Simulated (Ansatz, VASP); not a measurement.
## PtF in VASP and in Ansatz

```
Pt F
1.0
     5.83195    0.00000    0.00000
    -2.91598    5.05062    0.00000
     0.00000    0.00000    3.89944
Pt F
2 2
Direct
  0.66667 0.33333 0.25000
  0.33333 0.66667 0.75000
  0.33333 0.66667 0.25000
  0.66667 0.33333 0.75000
```

Alike in both runs: functional PBE; k mesh 12 × 12 × 12; occupations gaussian, width 0.1 eV; no spin polarisation.

Ansatz relaxed the structure, and its values are those at the end. VASP's run is a single point on that final structure, the one shown.

```csv
,VASP,Ansatz
version,VASP 6.6.1,Ansatz 0.2.0
potentials or method,"VASP PAW PBE potentials, release 64 (Pt, F), cutoff 520 eV","scalar-relativistic, plane waves, PAW"
valence electrons in the cell,34,50
```

```csv
,VASP,Ansatz,Ansatz less VASP
gap on the k mesh at the Fermi level (eV),none,none,-
pressure (GPa),0.2,0.0,-0.19
```

A gap of «none» marks a metal or a gap that the smearing closes. VASP's potentials hold 34 valence electrons a cell and Ansatz's 50, so a difference there can come from the potentials and not from the codes.

Spin-orbit coupling is off throughout.
